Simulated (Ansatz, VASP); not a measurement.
# One calculation of MgS, two programs

```xyz
2
Lattice="0.0000 2.6016 2.6537 2.6016 0.0000 2.6537 2.6016 2.6016 0.0000" Properties=species:S:1:pos:R:3 pbc="T T T"
S     2.6016    2.6016    2.6537
Mg    0.0000    0.0000    0.0000
```

Change from the starting cell: strain_z = 0.02.

Alike in both runs: functional PBEsol; k mesh 9 × 9 × 9; occupations fermi-dirac, width 0.05 eV; no spin polarisation.

|  | VASP | Ansatz |
| --- | --- | --- |
| version | VASP 6.6.1 | Ansatz 0.2.0 |
| potentials or method | VASP PAW PBE potentials, release 64 (S, Mg), cutoff 520 eV | all-electron LAPW, scalar-relativistic |
| task | single point | band structure |

|  | VASP | Ansatz | Ansatz less VASP |
| --- | --- | --- | --- |
| gap on the k mesh at the Fermi level (eV) | 2.71 | 2.71 | 0.000 |
| least direct gap on the mesh (eV) | 3.39 | 3.39 | +0.002 |
| pressure (GPa) | -2.5 | -2.3 | +0.18 |
| traceless stress, the component that is largest in VASP (GPa) | -1.19 | -1.19 | -0.005 |

VASP's potentials were made for PBE, not for PBEsol. Ansatz ran all-electron here, and VASP with PAW potentials.
